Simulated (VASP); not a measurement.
Runs of VASP 6.6.1 on BeS. The structure is that of space group F-43m (No. 216), or close to it. The cells are those of the table. 

| task | cell | cutoff (eV) | gap on the mesh (eV) | pressure (GPa) |
| --- | --- | --- | --- | --- |
| single point | a = 3.284 Å, angles 60.0°, 2 atoms | 520 | 2.60 | 15.2 |
| relaxation of cell and atoms | relaxed to 4 GPa from a = 3.421 Å, angles 60.0°, 2 atoms | 600 | 2.82 | 4.0 |
| relaxation of cell and atoms | relaxed to 15 GPa from a = 3.421 Å, angles 60.0°, 2 atoms | 600 | 2.60 | 15.0 |
| single point | a = 3.378 Å, angles 60.0°, 2 atoms | 520 | 2.82 | 4.2 |
| relaxation of cell and atoms | relaxed to 1 GPa from a = 3.421 Å, angles 60.0°, 2 atoms | 600 | 2.89 | 1.0 |
| single point | a = 3.398 Å, angles 60.0°, 2 atoms | 520 | 2.86 | (a) |
| single point | a = 3.409 Å, angles 60.0°, 2 atoms | 520 | 2.89 | (b) |
| single point | a = 3.323 Å, angles 60.0°, 2 atoms | 520 | 2.69 | 10.2 |

Alike in all rows: level PBEsol; potentials or basis VASP PAW PBE potentials, release 64 (Be, S); no spin polarisation; k mesh 8 × 8 × 8; smearing gaussian 0.01 eV.

**Question.** Estimate the missing entries.

**Answer.** (a) 2.2; (b) 1.2.

Caveats: the PAW data sets were made with another functional, which shifts forces and pressure a little; the cell is relaxed towards a set pressure, so the enthalpy falls and the energy may rise (some runs).

A k mesh can miss the band edges.
